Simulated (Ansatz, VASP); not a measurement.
# V in VASP and in Ansatz

INCAR

```
PREC = Accurate
ENCUT = 520
EDIFF = 1E-7
ISMEAR = 0
SIGMA = 0.05
LREAL = False
LASPH = True
NELM = 150
ALGO = Normal
ISIF = 2
LWAVE = False
LCHARG = False
ISPIN = 2
MAGMOM = 1 -1
LORBIT = 11
LMAXMIX = 4
NBANDS = 24
```

KPOINTS

```
regular mesh
0
Gamma
  20 20 10
```

POSCAR

```
V
1.0
    0.0000000000      2.9256183796      0.0000000000
    2.9256183796      0.0000000000      0.0000000000
    2.9256183796      2.9256183796     -2.9256183796
V
2
Direct
    0.0000000000      0.0000000000      0.0000000000
    0.0000000000      0.0000000000      0.5000000000
```

Input for Ansatz:

```yaml
crystal:
  lattice:
    - [0.0, 2.9256183796, 0.0]
    - [2.9256183796, 0.0, 0.0]
    - [2.9256183796, 2.9256183796, -2.9256183796]
  atoms:
    - { symbol: V, position: [0.0, 0.0, 0.0], spin: 1.0 }
    - { symbol: V, position: [0.0, 0.0, 0.5], spin: -1.0 }
basis:
  ecutwfc: 420
  ecutrho_ratio: 4
kpoints:
  mp_grid: { grid: [20, 20, 10] }
hamiltonian:
  xc: lda
scf:
  occupations: { method: gaussian, width: 0.05 }
output:
  forces: true
  stress: true
  eigenvalues: true
  populations: true
magnetization:
  spin_polarized: true
```

Alike in both runs: task single point; functional LDA; k mesh 20 × 20 × 10; occupations gaussian, width 0.05 eV; collinear spin.

|  | VASP | Ansatz |
| --- | --- | --- |
| version | VASP 6.6.1 | Ansatz 0.2.0 |
| potentials or method | VASP PAW LDA potentials, release 64 (V_sv), cutoff 520 eV | scalar-relativistic, plane waves, PAW |
| valence electrons in the cell | 26 | 26 |

```tsv
	VASP	Ansatz	Ansatz less VASP
pressure (GPa)	0.6	0.1	-0.56
net moment per atom (μB)	0.00	0.00	0.000
```

LDA's correlation is that of Perdew and Zunger in VASP and of Perdew and Wang (1992) in Ansatz. Ansatz's warnings: seeded moment not kept.
